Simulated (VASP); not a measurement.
# AlCu3 (P6_3/mmc) in VASP: a series of runs, part 3 of 3

VASP 6.6.1.

## Step 5: Relaxation of cell and atoms, PBEsol, target pressure 1 GPa, at which the enthalpy is minimised

This run uses another cell than the first one, of 11.84 Å³/atom.

Contents of INCAR:

```
SYSTEM = AlCu3
PREC = Accurate
ENCUT = 600
EDIFF = 1E-6
ISMEAR = 0
SIGMA = 0.1
LREAL = .False.
LASPH = .True.
NELM = 100
ALGO = Fast
ISIF = 3
LWAVE = .False.
LCHARG = .False.
GGA = PS
IBRION = 2
NSW = 70
EDIFFG = -0.008
PSTRESS = 10.0
```

Contents of KPOINTS:

```
regular mesh
0
Gamma
  12 12 8
  0 0 0
```

Contents of POSCAR:

```
AlCu3
1.0
    5.1242847666      0.0000000000      0.0000000000
   -2.5621423833      4.4377607841      0.0000000000
    0.0000000000      0.0000000000      4.1653877498
Al Cu
2 6
Direct
    0.6666666667      0.3333333333      0.2500000000
    0.3333333333      0.6666666667      0.7500000000
    0.3306224908      0.1653112454      0.7500000000
    0.8346887546      0.1653112454      0.7500000000
    0.8346887546      0.6693775092      0.7500000000
    0.6693775092      0.8346887546      0.2500000000
    0.1653112454      0.8346887546      0.2500000000
    0.1653112454      0.3306224908      0.2500000000
```

Potentials or basis: VASP PAW PBE potentials, release 64 (Al, Cu).

Command:

```console
$ cat potpaw_PBE.64/Al/POTCAR potpaw_PBE.64/Cu/POTCAR > POTCAR
$ mpirun -np 1 vasp_std > vasp.out
```

OUTCAR:

```text
SYSTEM = AlCu3
   PREC = Accurate
   ENCUT = 600
   EDIFF = 1E-6
   ISMEAR = 0
   LREAL = .False.
   LASPH = .True.
   NELM = 100
   ISIF = 3
   GGA = PS
   IBRION = 2
   NSW = 70
   EDIFFG = -0.008
   PSTRESS = 10.0

 ion  position               nearest neighbor table
   1  0.667  0.333  0.250-   4 2.56   4 2.56   5 2.56   5 2.56   3 2.56   3 2.56   6 2.56   8 2.56
                             7 2.56   7 2.56   6 2.56   8 2.56
   2  0.333  0.667  0.750-   7 2.56   7 2.56   8 2.56   8 2.56   6 2.56   6 2.56   3 2.56   5 2.56
                             4 2.56   4 2.56   3 2.56   5 2.56
   3  0.331  0.165  0.750-   5 2.54   4 2.54   7 2.55   7 2.55   8 2.55   8 2.55   1 2.56   1 2.56
                             2 2.56   2 2.56   5 2.58   4 2.58
   4  0.835  0.165  0.750-   5 2.54   3 2.54   6 2.55   6 2.55   8 2.55   8 2.55   1 2.56   1 2.56
                             2 2.56   2 2.56   5 2.58   3 2.58
   5  0.835  0.669  0.750-   3 2.54   4 2.54   7 2.55   7 2.55   6 2.55   6 2.55   1 2.56   1 2.56
                             2 2.56   2 2.56   4 2.58   3 2.58
   6  0.669  0.835  0.250-   8 2.54   7 2.54   4 2.55   4 2.55   5 2.55   5 2.55   2 2.56   2 2.56
                             1 2.56   1 2.56   8 2.58   7 2.58
   7  0.165  0.835  0.250-   8 2.54   6 2.54   3 2.55   3 2.55   5 2.55   5 2.55   2 2.56   2 2.56
                             1 2.56   1 2.56   8 2.58   6 2.58
   8  0.165  0.331  0.250-   6 2.54   7 2.54   4 2.55   4 2.55   3 2.55   3 2.55   2 2.56   2 2.56
                             1 2.56   1 2.56   7 2.58   6 2.58

  LATTYP: Found a hexagonal cell.
 ALAT       =     5.1242847666
 C/A-ratio  =     0.8128720279

  Lattice vectors:

 A1 = (   5.1242847666,   0.0000000000,   0.0000000000)
 A2 = (  -2.5621423833,   4.4377607841,   0.0000000000)
 A3 = (   0.0000000000,   0.0000000000,   4.1653877498)

Analysis of symmetry for initial positions (statically):
=====================================================================
 Subroutine PRICEL returns:
 Original cell was already a primitive cell.

 Routine SETGRP: Setting up the symmetry group for a
 hexagonal supercell.

 Subroutine GETGRP returns: Found 24 space group operations
 (whereof 12 operations were pure point group operations)
 out of a pool of 24 trial point group operations.
[... 159 lines left out ...]
   LRPA    =     F    only Hartree local field effects (RPA)
 conjugate gradient relaxation of ions
 non-spin polarized calculation
 RMM-DIIS sequential band-by-band and
 Gauss-broadening in eV      SIGMA  =   0.10
  energy-cutoff  :      600.00
  volume of cell :       94.72
 maximum number of plane-waves:      3182
 NGX is ok and might be reduce to    42
   NGX = 21   NGY = 21   NGZ = 17

--------------------------------------- Ionic step        1  -------------------------------------------

 number of electron      72.0000017 magnetization

 Free energy of the ion-electron system (eV)
  ---------------------------------------------------
  ext. energy  EPLUGINS =         0.00000000
  ---------------------------------------------------
  free energy    TOTEN  =       -35.61547619 eV

  energy without entropy =      -35.59976402  energy(sigma->0) =      -35.60762010

------------------------ aborting loop because EDIFF is reached ----------------------------------------

  FORCE on cell =-STRESS in cart. coord.  units (eV):
  Direction    XX          YY          ZZ          XY          YZ          ZX
  --------------------------------------------------------------------------------------
  -------------------------------------------------------------------------------------
  Total        0.9213784      0.9213784      0.9454633      0.0000000     -0.0000000     -0.0000000
  in kB       15.5846127     15.5846127     15.9919965      0.0000000     -0.0000000     -0.0000000
  external PRESSURE =       5.7204073 kB  Pullay stress =      10.0000000 kB
[... 119 lines left out ...]
--------------------------------------- Ionic step        4  -------------------------------------------

 number of electron      72.0000011 magnetization

 Free energy of the ion-electron system (eV)
  ---------------------------------------------------
  ext. energy  EPLUGINS =         0.00000000
  ---------------------------------------------------
  free energy    TOTEN  =       -35.62203484 eV

  energy without entropy =      -35.60624616  energy(sigma->0) =      -35.61414050

 E-fermi :   8.7053     XC(G=0): -12.5256

 val. band max:        8.7026141719   @ k =   0.2500   0.1667   0.3750
 cond. band min:       8.7058736266   @ k =   0.1667   0.1667   0.5000
 fundamental gap:      0.0032594547
 Fermi energy:         8.7052722664

 k-point     1 :       0.0000    0.0000    0.0000
  band No.  band energies     occupation
      1      -2.0651      2.00000
      2       2.3541      2.00000
      3       3.4873      2.00000
      4       3.4873      2.00000
      5       3.5768      2.00000
      6       3.6472      2.00000
[... 1093 lines left out ...]
     42      12.9469      0.00000
     43      14.1514      0.00000

 [... further k-points ...]

------------------------ aborting loop because EDIFF is reached ----------------------------------------

  FORCE on cell =-STRESS in cart. coord.  units (eV):
  Direction    XX          YY          ZZ          XY          YZ          ZX
  --------------------------------------------------------------------------------------
  -------------------------------------------------------------------------------------
  Total        0.5461642      0.5461642      0.5493942      0.0000000      0.0000000     -0.0000000
  in kB        9.1734830      9.1734830      9.2277356      0.0000000      0.0000000     -0.0000000
  external PRESSURE =      -0.8084328 kB  Pullay stress =      10.0000000 kB
[... 27 lines left out ...]
  energy  without entropy=      -35.6062461564  energy(sigma->0) =      -35.61414050

  enthalpy is  TOTEN    =       -35.0266620871 eV   P V=        0.5953727566

 reached required accuracy - stopping structural energy minimisation
```

OSZICAR:

```text
N       E                     dE             d eps       ncg     rms          rms(c)
DAV:   1     0.641124162674E+03    0.64112E+03   -0.34156E+04  8194   0.301E+03
[... 35 lines left out ...]
       N       E                     dE             d eps       ncg     rms          rms(c)
DAV:   1    -0.356225648477E+02   -0.91578E-03   -0.81297E-03  8628   0.151E+00    0.189E-01
RMM:   2    -0.356222192197E+02    0.34563E-03   -0.46920E-03  8244   0.880E-01    0.846E-02
RMM:   3    -0.356220466289E+02    0.17259E-03   -0.86982E-04  8237   0.428E-01    0.326E-02
RMM:   4    -0.356220343325E+02    0.12296E-04   -0.80272E-05  9063   0.533E-02    0.979E-03
RMM:   5    -0.356220339264E+02    0.40612E-06   -0.13632E-05  7798   0.412E-02    0.217E-03
RMM:   6    -0.356220348436E+02   -0.91722E-06   -0.63471E-06  6665   0.117E-02
   4 F= -.35026662E+02 E0= -.35018768E+02  d E =-.239620E-02
```

CONTCAR:

```text
AlCu3
   1.00000000000000
     5.1359977932758438    0.0000000000000000   -0.0000000000000000
    -2.5679988966379219    4.4479045627564675   -0.0000000000000000
    -0.0000000000000000   -0.0000000000000000    4.1756034892209186
  Al              Cu
     2     6
Direct
     0.6666666667000030    0.3333333332999970    0.2500000000000000
     0.3333333332999970    0.6666666667000030    0.7500000000000000
     0.3306699060170317    0.1653349530085123    0.7500000000000000
     0.8346650469914878    0.1653349530085123    0.7500000000000000
     0.8346650469914878    0.6693300939829683    0.7500000000000000
     0.6693300939829683    0.8346650469914878    0.2500000000000000
     0.1653349530085123    0.8346650469914878    0.2500000000000000
     0.1653349530085123    0.3306699060170317    0.2500000000000000

  0.00000000E+00  0.00000000E+00  0.00000000E+00
  0.00000000E+00  0.00000000E+00  0.00000000E+00
  0.00000000E+00  0.00000000E+00  0.00000000E+00
  0.00000000E+00  0.00000000E+00  0.00000000E+00
  0.00000000E+00  0.00000000E+00  0.00000000E+00
  0.00000000E+00  0.00000000E+00  0.00000000E+00
  0.00000000E+00  0.00000000E+00  0.00000000E+00
  0.00000000E+00  0.00000000E+00  0.00000000E+00
```

It took 39 min on 1 thread of Oxide Virtual Turin-like, shared host; peak memory 0.47 GiB.

What came out:

```
Free energy                                                : -35.6220 eV
Relaxed volume                                             : 11.92 Å³/atom
Relaxed cell                                               : a = 5.136 Å, b = 5.136 Å, c = 4.176 Å, α = 90.00°, β = 90.00°, γ = 120.00°
Space group after relaxing (to 0.1 Å)                      : P6_3/mmc (No. 194)
Energy change on relaxing (the run minimises the enthalpy) : -0.8 meV/atom
Ionic steps                                                : 4
Pressure after relaxing                                    : 0.9 GPa
Band gap on the k mesh                                     : zero (bands 36 and 37 overlap by 2.60 eV)
```

Forces in eV/Å, atoms in the order of the input:
```
Al   0.000  0.000  0.000
Al   0.000  0.000  0.000
Cu  -0.002 -0.001  0.000
Cu   0.002 -0.001  0.000
Cu   0.000  0.002  0.000
Cu   0.002  0.001  0.000
Cu  -0.002  0.001  0.000
Cu   0.000 -0.002  0.000
```

Step by step:
| step | energy change (eV) | largest force (eV/Å) | pressure (GPa) | volume (Å³) |
| --- | --- | --- | --- | --- |
| 1 | 0.0000 | 0.0038 | 1.57 | 94.72 |
| 2 | -0.0060 | 0.0017 | 1.12 | 95.30 |
| 3 | -0.0062 | 0.0021 | 1.13 | 95.33 |
| 4 | -0.0066 | 0.0023 | 0.92 | 95.39 |

Final structure:
```yaml
crystal:
  lattice:
    - [5.13600, 0.00000, 0.00000]
    - [-2.56800, 4.44790, 0.00000]
    - [0.00000, 0.00000, 4.17560]
  atoms:
    - { symbol: Al, position: [0.66667, 0.33333, 0.25000] }
    - { symbol: Al, position: [0.33333, 0.66667, 0.75000] }
    - { symbol: Cu, position: [0.33067, 0.16533, 0.75000] }
    - { symbol: Cu, position: [0.83467, 0.16533, 0.75000] }
    - { symbol: Cu, position: [0.83466, 0.66933, 0.75000] }
    - { symbol: Cu, position: [0.66933, 0.83466, 0.25000] }
    - { symbol: Cu, position: [0.16533, 0.83466, 0.25000] }
    - { symbol: Cu, position: [0.16533, 0.33067, 0.25000] }
```

Levels at points of the mesh, in eV from the Fermi level:
| k point | band 34 | band 35 | band 36 | band 37 | band 38 | band 39 |
| --- | --- | --- | --- | --- | --- | --- |
| (0.00, 0.00, 0.00) | -1.35 | -1.35 | -0.79 | -0.07 | -0.07 | 1.60 |
| (0.50, 0.00, 0.00) | -1.31 | 0.56 | 1.02 | 1.85 | 2.57 | 3.30 |
| (0.00, 0.00, 0.50) | -1.32 | -1.32 | -1.32 | -0.88 | -0.88 | 2.57 |
| (0.50, 0.00, 0.50) | -2.35 | -0.93 | -0.93 | -0.67 | -0.67 | 5.33 |

Caveat: the cell is relaxed towards a set pressure, so the run minimises the enthalpy, not the energy; the PAW data sets were made with another functional, which shifts forces and pressure a little.

## Step 6: Overview

```csv
task,cell,cutoff (eV),smearing,gap on the mesh (eV),pressure (GPa)
single point,"a = 5.152, b = 5.152, c = 4.188 Å, angles 90.0, 90.0, 120.0°, 8 atoms",520,gaussian 0.1 eV,none,-0.5
single point,"a = 5.180, b = 5.180, c = 4.202 Å, angles 90.0, 90.0, 120.0°, 8 atoms",520,fermi-dirac 0.15 eV,none,-2.2
relaxation of cell and atoms,"relaxed to -1 GPa from a = 5.158, b = 5.158, c = 4.193 Å, angles 90.0, 90.0, 120.0°, 8 atoms",600,gaussian 0.1 eV,none,-1.0
relaxation of cell and atoms,"relaxed to 1 GPa from a = 5.124, b = 5.124, c = 4.165 Å, angles 90.0, 90.0, 120.0°, 8 atoms",600,gaussian 0.1 eV,none,0.9
```

Alike in all rows: level PBEsol; potentials or basis VASP PAW PBE potentials, release 64 (Al, Cu); no spin polarisation; k mesh 12 × 12 × 8.

Caveats: the PAW data sets were made with another functional, which shifts forces and pressure a little; the cell is relaxed towards a set pressure, so the run minimises the enthalpy, not the energy (at least some runs).

Absolute energies hang on the potentials; compare differences alone.
